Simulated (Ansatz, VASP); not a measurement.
## Ge: VASP beside Ansatz

```
Ge
1.0
    -2.57449    2.57449    1.36946
     2.57449   -2.57449    1.36946
     2.57449    2.57449   -1.36946
Ge
2
Direct
  0.50000 0.50000 0.00000
  0.25000 0.75000 0.50000
```

Alike in both runs: task single point; functional PBEsol; k mesh 9 × 9 × 9; occupations fermi-dirac, width 0.05 eV; no spin polarisation.

|  | VASP | Ansatz |
| --- | --- | --- |
| version | VASP 6.6.1 | Ansatz 0.2.0 |
| potentials or method | VASP PAW PBE potentials, release 64 (Ge_d) | Ansatz PAW |
| plane-wave cutoff (eV) | 520 | 420 |
| valence electrons in the cell | 28 | 28 |

|  | VASP | Ansatz | Ansatz less VASP |
| --- | --- | --- | --- |
| gap on the k mesh at the Fermi level (eV) | none | none | - |
| pressure (GPa) | 0.7 | 0.8 | +0.06 |
| traceless stress, the component that is largest in VASP (GPa) | 1.35 | 1.32 | -0.024 |

VASP's potentials were made for PBE, not for PBEsol. A gap of «none» marks a metal or a gap that the smearing closes. The functional is the same, so the differences come from potentials, cutoffs and numerics.
